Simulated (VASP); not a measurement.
# AlN (P6_3mc) in VASP: a series of runs

Runs on AlN. Level: PBE. Tasks: relaxation of the atoms.

Program: VASP 6.6.1. These are calculated values, not measurements. Logs are shortened: lines on timing, memory, paths and dates and some standing lists are left out, and cuts for length are marked.

### 1 The cell of the first run

It takes space group P6_3mc (No. 186, hexagonal). Conventional cell: a = 3.161 Å, b = 3.161 Å, c = 5.619 Å, α = 90.00°, β = 90.00°, γ = 120.00°. Al (site symmetry 3m) has 4 N at 1.94 to 2.14 Å within 2.6 Å. N (site symmetry 3m) has 4 Al at 1.94 to 2.14 Å within 2.6 Å.

### 2 Relaxation of the atoms, PBE

INCAR reads:

```
ALGO     = Normal         # electronic algorithm
EDIFF    = 1E-6           # SCF threshold, eV
EDIFFG   = -0.01          # ionic threshold
ENCUT    = 520            # plane-wave cutoff, eV
GGA      = PE             # functional
IBRION   = 2              # ionic algorithm
ISIF     = 2              # what is computed and relaxed
ISMEAR   = 0              # smearing method
LASPH    = True           # aspherical terms in the spheres
LCHARG   = False          # write CHGCAR
LREAL    = False          # projectors in reciprocal space
LWAVE    = False          # write WAVECAR
NELM     = 60             # most SCF steps
NSW      = 50             # ionic steps
PREC     = Accurate       # precision mode
SIGMA    = 0.05           # smearing width, eV
```

KPOINTS reads:

```
k-points
0
Gamma
  9 9 6
```

POSCAR reads:

```
AlN
1.0
    3.1612000000      0.0000000000      0.0000000000
   -1.5806000000      2.7376795064      0.0000000000
    0.0000000000      0.0000000000      5.6190000000
Al N
2 2
Direct
    0.3333333333      0.6666666667      0.0017290859
    0.6666666667      0.3333333333      0.5017290859
    0.3333333333      0.6666666667      0.3832709141
    0.6666666667      0.3333333333      0.8832709141
```

Potentials or basis: VASP PAW PBE potentials, release 64 (Al, N).

On the command line:

```bash
$ cat potpaw_PBE.64/Al/POTCAR potpaw_PBE.64/N/POTCAR > POTCAR
$ mpirun -np 1 vasp_std > vasp.out
```

OUTCAR:

```text
EDIFF = 1E-6
   EDIFFG = -0.01
   ENCUT = 520
   GGA = PE
   IBRION = 2
   ISIF = 2
   ISMEAR = 0
   LASPH = True
   LREAL = False
   NELM = 60
   NSW = 50
   PREC = Accurate

 ion  position               nearest neighbor table
   1  0.333  0.667  0.002-   4 1.94   4 1.94   4 1.94   3 2.14   2 3.35   2 3.35   2 3.35   2 3.35
                             2 3.35   2 3.35
   2  0.667  0.333  0.502-   3 1.94   3 1.94   3 1.94   4 2.14   1 3.35   1 3.35   1 3.35   1 3.35
                             1 3.35   1 3.35
   3  0.333  0.667  0.383-   2 1.94   2 1.94   2 1.94   1 2.14
   4  0.667  0.333  0.883-   1 1.94   1 1.94   1 1.94   2 2.14

  LATTYP: Found a hexagonal cell.
 ALAT       =     3.1612000000
 C/A-ratio  =     1.7774895609

  Lattice vectors:

 A1 = (   3.1612000000,   0.0000000000,   0.0000000000)
 A2 = (  -1.5806000000,   2.7376795064,   0.0000000000)
 A3 = (   0.0000000000,   0.0000000000,   5.6190000000)

Analysis of symmetry for initial positions (statically):
=====================================================================
 Subroutine PRICEL returns:
 Original cell was already a primitive cell.

 Routine SETGRP: Setting up the symmetry group for a
 hexagonal supercell.

 Subroutine GETGRP returns: Found 12 space group operations
 (whereof  6 operations were pure point group operations)
 out of a pool of 24 trial point group operations.

The static configuration has the point symmetry C_3v.
 The point group associated with its full space group is C_6v.

Analysis of symmetry for dynamics (positions and initial velocities):
=====================================================================
 Subroutine PRICEL returns:
 Original cell was already a primitive cell.

 Routine SETGRP: Setting up the symmetry group for a
 hexagonal supercell.

 Subroutine GETGRP returns: Found 12 space group operations
 (whereof  6 operations were pure point group operations)
 out of a pool of 24 trial point group operations.

The dynamic configuration has the point symmetry C_3v.
 The point group associated with its full space group is C_6v.

 Subroutine INISYM returns: Found 12 space group operations
 (whereof  6 operations are pure point group operations),
 and found     1 'primitive' translations

[... 116 lines left out ...]
   IMIX   =      4    mixing-type and parameters
     AMIX     =   0.40;   BMIX     =  1.00
     AMIX_MAG =   1.60;   BMIX_MAG =  1.00
  volume/ion in A,a.u.               =      12.16        82.04
  Fermi-wavevector in a.u.,A,eV,Ry     =   1.130187  2.135744 17.379028  1.277323
  Thomas-Fermi vector in A             =   2.266883
   LORBIT       =      0    0 simple, 1 ext, 2 COOP (PROOUT), +10 PAW based schemes
   GGA     = PE    functional components
   LHFCALC =     F    Hartree Fock is set to
   AEXX    =    0.0000 exact exchange contribution
   IVDW    =     0    specifies the selected vdW correction
   LEPSILON=     F    determine dielectric tensor
   LRPA    =     F    only Hartree local field effects (RPA)
 conjugate gradient relaxation of ions
 non-spin polarized calculation
 Gauss-broadening in eV      SIGMA  =   0.05
  energy-cutoff  :      520.00
  volume of cell :       48.63
 maximum number of plane-waves:      1324
 NGX is ok and might be reduce to    24
   NGX = 11   NGY = 11   NGZ = 21

--------------------------------------- Ionic step        1  -------------------------------------------

 number of electron      16.0000001 magnetization

 Free energy of the ion-electron system (eV)
  ---------------------------------------------------
  ext. energy  EPLUGINS =         0.00000000
  ---------------------------------------------------
  free energy    TOTEN  =       -29.11829566 eV

  energy without entropy =      -29.11829566  energy(sigma->0) =      -29.11829566

------------------------ aborting loop because EDIFF is reached ----------------------------------------

  FORCE on cell =-STRESS in cart. coord.  units (eV):
  Direction    XX          YY          ZZ          XY          YZ          ZX
  --------------------------------------------------------------------------------------
  -------------------------------------------------------------------------------------
  Total       -2.9024929     -2.9024929    -10.1419597     -0.0000000      0.0000000      0.0000000
  in kB      -95.6286740    -95.6286740   -334.1479899     -0.0000000      0.0000000      0.0000000
  external PRESSURE =    -175.1351126 kB  Pullay stress =       0.0000000 kB
[... 63 lines left out ...]
--------------------------------------- Ionic step        3  -------------------------------------------

 number of electron      16.0000002 magnetization

 Free energy of the ion-electron system (eV)
  ---------------------------------------------------
  ext. energy  EPLUGINS =         0.00000000
  ---------------------------------------------------
  free energy    TOTEN  =       -29.11966519 eV

  energy without entropy =      -29.11966519  energy(sigma->0) =      -29.11966519

 E-fermi :   4.9638     XC(G=0): -10.2670

 val. band max:        4.7359644988   @ k =   0.0000   0.0000   0.0000
 cond. band min:       7.4028449911   @ k =   0.0000   0.0000   0.0000
 fundamental gap:      2.6668804923
 Fermi energy:         4.9638355132

 k-point     1 :       0.0000    0.0000    0.0000
  band No.  band energies     occupation
      1      -9.5677      2.00000
      2      -8.2136      2.00000
      3      -0.8101      2.00000
      4       4.3559      2.00000
      5       4.3559      2.00000
      6       4.4039      2.00000
      7       4.7360      2.00000
      8       4.7360      2.00000
      9       7.4028      0.00000
     10      11.0608      0.00000
     11      13.6121      0.00000
     12      14.9831      0.00000
[... 331 lines left out ...]
 k-point    24 :       0.3333    0.3333    0.1667
  band No.  band energies     occupation
      1      -7.4710      2.00000
      2      -7.4710      2.00000
      3       0.7852      2.00000
      4       0.9438      2.00000
      5       0.9438      2.00000
      6       2.1450      2.00000
      7       3.0303      2.00000
      8       3.0303      2.00000
      9       9.6212      0.00000
     10      12.3772      0.00000
     11      12.4611      0.00000
     12      12.4611      0.00000

 [... further k-points ...]

------------------------ aborting loop because EDIFF is reached ----------------------------------------

  FORCE on cell =-STRESS in cart. coord.  units (eV):
  Direction    XX          YY          ZZ          XY          YZ          ZX
  --------------------------------------------------------------------------------------
  -------------------------------------------------------------------------------------
  Total       -2.9863996     -2.9863996    -10.3449643     -0.0000000      0.0000000      0.0000000
  in kB      -98.3931543    -98.3931543   -340.8363991     -0.0000000      0.0000000      0.0000000
  external PRESSURE =    -179.2075693 kB  Pullay stress =       0.0000000 kB
[... 19 lines left out ...]
  FREE ENERGIE OF THE ION-ELECTRON SYSTEM (eV)
  ---------------------------------------------------
  free  energy   TOTEN  =       -29.1196651861 eV

  energy  without entropy=      -29.1196651861  energy(sigma->0) =      -29.11966519

 reached required accuracy - stopping structural energy minimisation
```

Run time: 57 s. Hardware: 1 thread of Intel Xeon 8259CL, shared host; peak memory 0.17 GiB.

What came out:

```
Free energy                  : -29.1197 eV
Energy gained by relaxing    : 0.3 meV/atom
Ionic steps                  : 3
Pressure after relaxing      : -17.9 GPa
Largest force after relaxing : 0.006 eV/Å
Band gap on the k mesh       : 2.67 eV
```

Forces on the atoms (eV/Å):
```
Al   0.000  0.000 -0.006
Al   0.000  0.000 -0.006
N    0.000  0.000  0.006
N    0.000  0.000  0.006
```

Stress tensor (GPa, compression positive):
```
 -9.84   0.00   0.00
  0.00  -9.84   0.00
  0.00   0.00 -34.08
```

The path:
```tsv
step	energy change (eV)	largest force (eV/Å)	pressure (GPa)
1	0.0000	0.0850	-17.51
2	-0.0010	0.0427	-17.71
3	-0.0014	0.0064	-17.92
```

Final structure:
```
Al N
1.0
     3.16120    0.00000    0.00000
    -1.58060    2.73768    0.00000
     0.00000    0.00000    5.61900
Al N
2 2
Direct
  0.33333 0.66667 0.00327
  0.66667 0.33333 0.50327
  0.33333 0.66667 0.38173
  0.66667 0.33333 0.88173
```

### 3 Relaxation of the atoms, PBE

This run uses another cell than the first one, of 12.19 Å³/atom.

INCAR reads:

```
SYSTEM = AlN
PREC = Accurate
ENCUT = 520
EDIFF = 1E-6
ISMEAR = 0
SIGMA = 0.05
LREAL = .FALSE.
LASPH = .TRUE.
NELM = 60
ALGO = Normal
ISIF = 2
LWAVE = .FALSE.
LCHARG = .FALSE.
GGA = PE
IBRION = 2
NSW = 50
EDIFFG = -0.01
```

KPOINTS reads:

```
Automatic mesh
0
G
  9 9 6
  0 0 0
```

POSCAR reads:

```
AlN
1.0
    3.2238000000      0.0000000000      0.0000000000
   -1.6119000000      2.7918926967      0.0000000000
    0.0000000000      0.0000000000      5.4183000000
Al N
2 2
Direct
    0.3333333333      0.6666666667      0.0017290859
    0.6666666667      0.3333333333      0.5017290859
    0.3333333333      0.6666666667      0.3832709141
    0.6666666667      0.3333333333      0.8832709141
```

Potentials or basis: VASP PAW PBE potentials, release 64 (Al, N).

On the command line:

```bash
$ cat potpaw_PBE.64/Al/POTCAR potpaw_PBE.64/N/POTCAR > POTCAR
$ mpirun -np 1 vasp_std > vasp.out
```

Run time: 54 s. Hardware: 1 thread of Intel Xeon 8259CL, shared host; peak memory 0.17 GiB.

The run converged. Its results:

```
Free energy               : -29.2994 eV
Energy gained by relaxing : 0.7 meV/atom
Ionic steps               : 3
Pressure after relaxing   : -19.8 GPa
Band gap on the k mesh    : 2.93 eV
```

Stress tensor (GPa, compression positive):
```
-16.44   0.00   0.00
  0.00 -16.44   0.00
  0.00   0.00 -26.63
```

Step by step:
| step | energy change (eV) | largest force (eV/Å) | pressure (GPa) |
| --- | --- | --- | --- |
| 1 | 0.0000 | 0.1358 | -19.63 |
| 2 | -0.0025 | 0.0510 | -19.77 |
| 3 | -0.0029 | 0.0014 | -19.83 |

Final structure:
```xyz
4
Lattice="3.2238 0.0000 0.0000 -1.6119 2.7919 0.0000 0.0000 0.0000 5.4183" Properties=species:S:1:pos:R:3 pbc="T T T"
Al    0.0000    1.8613    0.0196
Al    1.6119    0.9306    2.7287
N     0.0000    1.8613    2.0664
N     1.6119    0.9306    4.7756
```

Levels at points of the mesh, in eV from the valence-band top:
| k point | band 4 | band 5 | band 6 | band 7 | band 8 | band 9 | band 10 | band 11 | band 12 |
| --- | --- | --- | --- | --- | --- | --- | --- | --- | --- |
| (0.00, 0.00, 0.00) | -0.49 | -0.49 | -0.08 | 0.00 | 0.00 | 2.93 | 5.88 | 9.23 | 10.56 |
| (0.00, 0.00, 0.50) | -3.19 | -0.25 | -0.25 | -0.25 | -0.25 | 5.40 | 5.40 | 9.02 | 9.02 |

PBE gaps usually lie below the measured ones, often by a third to a half.
